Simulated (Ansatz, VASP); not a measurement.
**One calculation of AlGa2N2, two programs**

File INCAR:

```
SYSTEM = AlGa2N2
  PREC = Accurate
  ENCUT = 520
  EDIFF = 1E-6
  ISMEAR = 0
  SIGMA = 0.1
  LREAL = .False.
  LASPH = .True.
  NELM = 80
  ALGO = Normal
  ISIF = 2
  LWAVE = .False.
  LCHARG = .False.
  GGA = PE
  NBANDS = 28
```

The input KPOINTS:

```
Automatic mesh
0
Gamma
  6 6 4
  0 0 0
```

File POSCAR:

```
AlGa2N2
1.0
    3.4076416400      0.0000000000      0.0000000000
    0.0000000000      3.4076416400      0.0000000000
    0.0000000000      0.0000000000      6.7809704700
Al Ga N
1 2 2
Direct
    0.5000000000      0.5000000000      0.0000000000
    0.5000000000      0.5000000000      0.7083414700
    0.5000000000      0.5000000000      0.2916585300
    0.0000000000      0.5000000000      0.5000000000
    0.5000000000      0.0000000000      0.5000000000
```

Input for Ansatz:

```yaml
crystal:
  lattice:
    - [3.40764164, 0.0, 0.0]
    - [0.0, 3.40764164, 0.0]
    - [0.0, 0.0, 6.78097047]
  atoms:
    - { symbol: Al, position: [0.5, 0.5, 0.0] }
    - { symbol: Ga, position: [0.5, 0.5, 0.70834147] }
    - { symbol: Ga, position: [0.5, 0.5, 0.29165853] }
    - { symbol: "N", position: [0.0, 0.5, 0.5] }
    - { symbol: "N", position: [0.5, 0.0, 0.5] }
basis:
  ecutwfc: 420
kpoints:
  mp_grid: { grid: [6, 6, 4] }
hamiltonian:
  xc: pbe
scf:
  occupations: { method: gaussian, width: 0.1 }
  lower_state_search: "off"
output:
  forces: true
  stress: true
  eigenvalues: true
```

Alike in both runs: task single point; functional PBE; k mesh 6 × 6 × 4; occupations gaussian, width 0.1 eV; no spin polarisation.

|  | VASP | Ansatz |
| --- | --- | --- |
| version | VASP 6.6.1 | Ansatz 0.2.0 |
| potentials or method | VASP PAW PBE potentials, release 64 (Al, Ga_d, N), cutoff 520 eV | scalar-relativistic, plane waves, PAW |
| valence electrons in the cell | 39 | 39 |

|  | VASP | Ansatz | Ansatz less VASP |
| --- | --- | --- | --- |
| gap on the k mesh at the Fermi level (eV) | none | none | - |
| pressure (GPa) | 12.1 | 11.8 | -0.33 |
| traceless stress, the component that is largest in VASP (GPa) | 42.59 | 42.18 | -0.409 |
| rms of the force components (eV/Å) | 3.283 | 3.277 | -0.0066 |

Atom by atom the forces differ by 0.007 eV/Å (rms over components). A gap of «none» marks a metal or a gap that the smearing closes. The functional is the same, so the differences come from potentials, cutoffs and numerics.
